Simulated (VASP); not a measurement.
Runs of VASP 6.6.1 on Pt. The structure is that of space group P6_3/mmc (No. 194), or close to it. The cells are those of the table. 

```tsv
cell	gap on the mesh (eV)	pressure (GPa)
a = 2.759, b = 2.759, c = 4.602 Å, angles 90.0, 90.0, 120.0°, 2 atoms	none	(b)
a = 2.662, b = 2.662, c = 4.781 Å, angles 90.0, 90.0, 120.0°, 2 atoms	none	22.2
a = 2.807, b = 2.807, c = 4.722 Å, angles 90.0, 90.0, 120.0°, 2 atoms	none	-5.7
a = 2.662, b = 2.662, c = 4.961 Å, angles 90.0, 90.0, 120.0°, 2 atoms	none	12.7
a = 2.807, b = 2.807, c = 4.901 Å, angles 90.0, 90.0, 120.0°, 2 atoms	none	(a)
```

Alike in all rows: task single point; level PBE; potentials or basis VASP PAW PBE potentials, release 64 (Pt); no spin polarisation; k mesh 18 × 18 × 10; cutoff (eV) 520; smearing gaussian 0.15 eV.

**Question.** Estimate the missing entries.

**Answer.** (a) -12.4; (b) 9.5.

Caveats: spin-orbit coupling is left out, which moves the levels of the heavy elements.

A k mesh can miss the band edges, and the runs leave out spin-orbit coupling on Pt.

A gap of «none» marks levels without a gap at the run's occupations.
